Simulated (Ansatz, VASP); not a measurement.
Two plane-wave programs on MnO

File INCAR:

```
SYSTEM = MnO
PREC = Accurate
ENCUT = 600
EDIFF = 1E-6
ISMEAR = 0
SIGMA = 0.05
LREAL = .FALSE.
LASPH = .TRUE.
NELM = 200
ALGO = Normal
ISIF = 2
LWAVE = .FALSE.
LCHARG = .TRUE.
ISPIN = 2
MAGMOM = 4.76 0.18
LORBIT = 11
LMAXMIX = 4
LDAU = .TRUE.
LDAUTYPE = 2
LDAUL = 2 -1
LDAUU = 3.9 0
LDAUJ = 0 0
LDAUPRINT = 1
GGA = PE
LELF = .TRUE.
LVHAR = .TRUE.
NBANDS = 22
GGA_COMPAT = .FALSE.
```

The input KPOINTS:

```
regular mesh
0
G
  12 12 12
  0 0 0
```

Contents of POSCAR:

```
MnO
1.0
    0.0000000000      2.2680518477      2.2680518477
    2.2680518477      0.0000000000      2.2680518477
    2.2680518477      2.2680518477      0.0000000000
Mn O
1 1
Direct
    0.0000000000      0.0000000000      0.0000000000
    0.5000000000      0.5000000000      0.5000000000
```

Input for Ansatz:

```yaml
crystal:
  lattice:
    - [0.0, 2.2680518477, 2.2680518477]
    - [2.2680518477, 0.0, 2.2680518477]
    - [2.2680518477, 2.2680518477, 0.0]
  atoms:
    - { symbol: Mn, position: [0.0, 0.0, 0.0], spin: 4.7 }
    - { symbol: O, position: [0.5, 0.5, 0.5] }
basis:
  ecutwfc: 420
  ecutrho_ratio: 4
kpoints:
  mp_grid: { grid: [12, 12, 12] }
hamiltonian:
  xc: pbe
  hubbard:
    sites:
      - { species: Mn, l: d, u_eff: 3.9, starting_ns: start.occupation_matrices }
    ns_hold: { iters: 6 }
scf:
  occupations: { method: gaussian, width: 0.05 }
  lower_state_search: "off"
output:
  forces: true
  stress: true
  eigenvalues: true
  populations: true
  hubbard: { sites: [{ species: Mn, l: d }] }
magnetization:
  spin_polarized: true
```

Alike in both runs: task single point; functional PBE; k mesh 12 × 12 × 12; occupations gaussian, width 0.05 eV; collinear spin; Hubbard terms Mn d U = 3.9 eV.

|  | VASP | Ansatz |
| --- | --- | --- |
| version | VASP 6.6.1 | Ansatz 0.2.0 |
| potentials or method | VASP PAW PBE potentials, release 64 (Mn_sv, O), cutoff 600 eV | scalar-relativistic, plane waves, PAW |
| valence electrons in the cell | 21 | 21 |

Ansatz gave:

| Property | Result |
| --- | --- |
| pressure (GPa) | -0.3 |
| net moment per atom (μB) | 2.50 |
| size of the moment on the site where the two differ most (μB) | 4.32 |

Which values does VASP return?

Pressure (GPa): -4.1; net moment per atom (μB): 2.50; size of the moment on the site where the two differ most (μB): 4.50.

Site moments also hang on the region over which each program counts them. The programs project onto different local orbitals, so the same U acts differently, and such runs can settle in different states. Ansatz's warnings: filled band counts differ across k points, stability check not made.
